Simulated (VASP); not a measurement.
# AlN (Cm) in VASP: a series of runs, part 2 of 3

VASP 6.6.1. The steps go on from the part before.

### 4 Single point, PBE (atom 1 (Al) moved by -0.504 Å along [1 1 0] and -0.630 Å along [0 0 1])

File INCAR:

```
PREC = Accurate
ENCUT = 520
EDIFF = 1E-7
ISMEAR = 0
SIGMA = 0.05
LREAL = F
LASPH = T
NELM = 80
ALGO = Normal
ISIF = 2
LWAVE = F
LCHARG = F
GGA = PE
NBANDS = 26
```

File KPOINTS:

```
Automatic mesh
0
Gamma
  6 6 6
```

File POSCAR:

```
AlN
1.0
    4.4025164325      0.0000000000      0.0000000000
    0.0000000000     -4.4025164325      0.0000000000
    0.0000000000      0.0000000000     -4.4025164325
Al N
4 4
Direct
   -0.0809495713      0.1430999769     -0.0809495713
    0.5000000000      0.5000000000      0.0000000000
    0.5000000000      0.0000000000      0.5000000000
    0.0000000000      0.5000000000      0.5000000000
    0.7500000000      0.7500000000      0.7500000000
    0.2500000000      0.2500000000      0.7500000000
    0.2500000000      0.7500000000      0.2500000000
    0.7500000000      0.2500000000      0.2500000000
```

Potentials or basis: VASP PAW PBE potentials, release 64 (Al, N).

Run with:

```bash
cat potpaw_PBE.64/Al/POTCAR potpaw_PBE.64/N/POTCAR > POTCAR
mpirun -np 1 vasp_std > vasp.out
```

OUTCAR:

```text
PREC = Accurate
   ENCUT = 520
   EDIFF = 1E-7
   ISMEAR = 0
   LREAL = F
   LASPH = T
   NELM = 80
   ISIF = 2
   GGA = PE

 ion  position               nearest neighbor table
   1  0.919  0.143  0.919-   6 1.70   8 1.70   5 2.03   4 2.45   2 2.45   3 2.68   2 3.02   4 3.02
                             3 3.22   3 3.22
   2  0.500  0.500  0.000-   5 1.91   6 1.91   7 1.91   8 1.91   1 2.45   1 3.02   4 3.11   3 3.11
                             4 3.11   3 3.11   3 3.11   3 3.11   4 3.11   4 3.11
   3  0.500  0.000  0.500-   5 1.91   6 1.91   7 1.91   8 1.91   1 2.68   2 3.11   4 3.11   2 3.11
                             2 3.11   4 3.11   2 3.11   4 3.11   4 3.11   1 3.22   1 3.22
   4  0.000  0.500  0.500-   5 1.91   6 1.91   7 1.91   8 1.91   1 2.45   1 3.02   3 3.11   2 3.11
[... 915 lines left out ...]
  external PRESSURE =      90.6738286 kB  Pullay stress =       0.0000000 kB

 VOLUME and BASIS-vectors are now :
 -----------------------------------------------------------------------------
  energy-cutoff  :      520.00
  volume of cell :       85.33
      direct lattice vectors                 reciprocal lattice vectors
     4.402516432  0.000000000  0.000000000     0.227142821  0.000000000  0.000000000
     0.000000000 -4.402516432  0.000000000     0.000000000 -0.227142821  0.000000000
     0.000000000  0.000000000 -4.402516432     0.000000000  0.000000000 -0.227142821

 POSITION                                       TOTAL-FORCE (eV/Angst)
 -----------------------------------------------------------------------------------
      4.04613     -0.63000     -4.04613         1.648084      7.239408     -1.648084
      2.20126     -2.20126      0.00000        -2.432476     -2.995075     -1.338528
      2.20126      0.00000     -2.20126        -1.651697      1.700358      1.651697
      0.00000     -2.20126     -2.20126         1.338528     -2.995075      2.432476
      3.30189     -3.30189     -3.30189        -0.000218     -0.733721      0.000218
      1.10063     -1.10063     -3.30189         2.166434     -1.355249      1.517368
      1.10063     -3.30189     -1.10063         0.448712      0.494603     -0.448712
      3.30189     -1.10063     -1.10063        -1.517368     -1.355249     -2.166434
 -----------------------------------------------------------------------------------
    total drift:                               -0.000004      0.000045      0.000004

  FREE ENERGIE OF THE ION-ELECTRON SYSTEM (eV)
  ---------------------------------------------------
  free  energy   TOTEN  =       -55.5427062127 eV

  energy  without entropy=      -55.5406728109  energy(sigma->0) =      -55.54168951
```

OSZICAR:

```text
N       E                     dE             d eps       ncg     rms          rms(c)
DAV:   1     0.112759734543E+03    0.11276E+03   -0.14627E+04  3536   0.110E+03
DAV:   2    -0.552483076671E+02   -0.16801E+03   -0.15757E+03  4588   0.228E+02
DAV:   3    -0.650810135472E+02   -0.98327E+01   -0.97660E+01  4704   0.573E+01
DAV:   4    -0.651777273806E+02   -0.96714E-01   -0.96636E-01  4288   0.635E+00
DAV:   5    -0.651791696630E+02   -0.14423E-02   -0.14418E-02  4798   0.780E-01    0.174E+01
DAV:   6    -0.555316162810E+02    0.96476E+01   -0.29989E+01  4532   0.296E+01    0.629E+00
DAV:   7    -0.555800260600E+02   -0.48410E-01   -0.16598E+00  4172   0.703E+00    0.408E+00
DAV:   8    -0.555421401364E+02    0.37886E-01   -0.93085E-02  4652   0.230E+00    0.116E+00
DAV:   9    -0.555428654186E+02   -0.72528E-03   -0.18815E-02  4312   0.105E+00    0.403E-01
DAV:  10    -0.555424541223E+02    0.41130E-03   -0.64985E-03  4772   0.448E-01    0.211E-01
DAV:  11    -0.555427099092E+02   -0.25579E-03   -0.71770E-04  4688   0.196E-01    0.592E-02
DAV:  12    -0.555427056519E+02    0.42573E-05   -0.13560E-04  4206   0.750E-02    0.237E-02
DAV:  13    -0.555427063820E+02   -0.73010E-06   -0.17417E-05  4736   0.284E-02    0.913E-03
DAV:  14    -0.555427060693E+02    0.31269E-06   -0.32142E-06  4722   0.146E-02    0.476E-03
DAV:  15    -0.555427062055E+02   -0.13621E-06   -0.91639E-07  3942   0.578E-03    0.151E-03
DAV:  16    -0.555427062127E+02   -0.71675E-08   -0.36618E-08  2254   0.153E-03
   1 F= -.55542706E+02 E0= -.55541690E+02  d E =-.203340E-02
```

stdout:

```text
POSCAR found type information on POSCAR AlN
 POSCAR found :  2 types and       8 ions
 scaLAPACK will be used
 LDA part: xc-table for (Slater+PW92), standard interpolation
 POSCAR, INCAR and KPOINTS ok, starting setup
 FFT: planning ... GRIDC
 FFT: planning ... GRID_SOFT
 FFT: planning ... GRID
 WAVECAR not read
 entering main loop
```

Run time: 1.9 min. Hardware: 1 thread of Intel Xeon Platinum 8488C (Sapphire Rapids), shared host; peak memory 0.26 GiB.

Results:

| Quantity | Value |
| --- | --- |
| Free energy | -55.5427 eV |
| Pressure | 9.1 GPa |
| Largest force | 7.605 eV/Å |
| Band gap on the k mesh | zero (bands 16 and 17 overlap by 0.36 eV) |

Forces on the atoms (eV/Å):
```
Al   1.648  7.239 -1.648
Al  -2.432 -2.995 -1.339
Al  -1.652  1.700  1.652
Al   1.339 -2.995  2.432
N    0.000 -0.734  0.000
N    2.166 -1.355  1.517
N    0.449  0.495 -0.449
N   -1.517 -1.355 -2.166
```

Stress tensor (GPa, compression positive):
```
13.70  2.03  6.17
 2.03 -0.20 -2.03
 6.17 -2.03 13.70
```

Levels at points of the mesh, in eV from the Fermi level:
| k point | band 12 | band 13 | band 14 | band 15 | band 16 | band 17 | band 18 | band 19 | band 20 | band 21 |
| --- | --- | --- | --- | --- | --- | --- | --- | --- | --- | --- |
| (0.00, 0.00, 0.00) | -2.74 | -2.61 | -1.15 | -0.95 | -0.92 | 0.06 | 2.77 | 3.44 | 3.51 | 6.20 |
| (0.50, 0.00, 0.00) | -2.72 | -2.53 | -2.40 | -1.55 | -0.72 | 1.48 | 5.03 | 5.77 | 5.90 | 7.29 |
| (0.00, 0.50, 0.00) | -3.14 | -3.05 | -2.71 | -1.36 | -0.57 | 1.91 | 5.27 | 5.60 | 5.83 | 7.23 |
| (0.50, 0.50, 0.00) | -2.85 | -2.17 | -1.65 | -1.29 | -0.44 | 3.32 | 5.67 | 6.68 | 7.14 | 7.45 |
| (0.50, 0.00, 0.50) | -3.28 | -2.24 | -2.23 | -1.05 | -0.20 | 3.08 | 5.69 | 6.67 | 7.01 | 7.57 |
| (0.50, 0.50, 0.50) | -1.77 | -1.52 | -0.99 | -0.89 | 0.17 | 4.21 | 4.65 | 4.93 | 5.79 | 6.63 |

Caveat: the cell differs from its parent crystal (atom 1 (Al) moved by -0.504 Å along [1 1 0] and -0.630 Å along [0 0 1]); the stress differs along the axes, from -0 to 14 GPa; semilocal functionals underestimate gaps, and a narrow one can read as zero; forces of over 1 eV/Å act on the atoms, so gaps and moduli don't describe the material at rest.

### 5 Single point, PBE (atom 1 (Al) moved by -0.630 Å along [1 1 0] and -0.252 Å along [0 0 1])

File INCAR:

```
  PREC = Accurate
  ENCUT = 520
  EDIFF = 1E-6
  ISMEAR = 0
  SIGMA = 0.05
  LREAL = F
  LASPH = T
  NELM = 60
  ALGO = Normal
  ISIF = 2
  LWAVE = F
  LCHARG = F
  GGA = PE
  NBANDS = 26
```

File KPOINTS:

```
regular mesh
0
Gamma
  6 6 6
```

Changes to POSCAR since step 4:

```diff
@@ -8,3 +8,3 @@
 Direct
-   -0.0809495713      0.1430999769     -0.0809495713
+   -0.1011869641      0.0572399908     -0.1011869641
     0.5000000000      0.5000000000      0.0000000000
```

Run with:

```bash
cat potpaw_PBE.64/Al/POTCAR potpaw_PBE.64/N/POTCAR > POTCAR
mpirun -np 1 vasp_std > vasp.out
```

Run time: 99 s. Hardware: 1 thread of Intel Xeon Platinum 8488C (Sapphire Rapids), shared host; peak memory 0.26 GiB.

Results (log left out):

| Quantity | Value |
| --- | --- |
| Free energy | -56.3785 eV |
| Pressure | 7.4 GPa |
| Largest force | 8.717 eV/Å |
| Band gap on the k mesh | zero (bands 16 and 17 overlap by 0.17 eV) |

Forces on the atoms (eV/Å):
```
Al   6.046 -1.697 -6.046
Al  -2.089 -1.504 -1.486
Al  -2.572  1.099  2.572
Al   1.486 -1.504  2.089
N   -2.376  3.735  2.376
N   -0.306 -0.206  0.435
N    0.246  0.283 -0.246
N   -0.435 -0.206  0.306
```

Stress tensor (GPa, compression positive):
```
 3.91 -3.54 -4.40
-3.54 14.28  3.54
-4.40  3.54  3.91
```

Levels at points of the mesh, in eV from the Fermi level:
```
           k point  band 12  band 13  band 14  band 15  band 16  band 17  band 18  band 19  band 20  band 21
(0.00, 0.00, 0.00)    -2.70    -2.60    -0.92    -0.89    -0.68     0.02     2.99     3.07     3.58     6.68
(0.50, 0.00, 0.00)    -2.89    -2.71    -2.63    -1.39    -0.68     2.11     5.27     5.56     5.86     7.63
(0.00, 0.50, 0.00)    -2.56    -2.38    -2.33    -1.55    -0.83     1.82     5.21     5.52     5.99     7.70
(0.50, 0.50, 0.00)    -2.95    -2.20    -1.95    -1.08    -0.33     3.60     6.12     6.92     7.17     7.36
(0.50, 0.00, 0.50)    -2.60    -2.13    -1.52    -1.28    -0.56     3.76     6.18     6.94     7.29     7.43
(0.50, 0.50, 0.50)    -1.89    -1.45    -0.91    -0.85     0.13     4.74     4.91     5.30     5.89     6.71
```

Caveat: the cell differs from its parent crystal (atom 1 (Al) moved by -0.630 Å along [1 1 0] and -0.252 Å along [0 0 1]); the stress differs along the axes, from 4 to 14 GPa; semilocal functionals underestimate gaps, and a narrow one can read as zero; forces of over 1 eV/Å act on the atoms, so gaps and moduli don't describe the material at rest.

(Continued in part 3 of 3.)
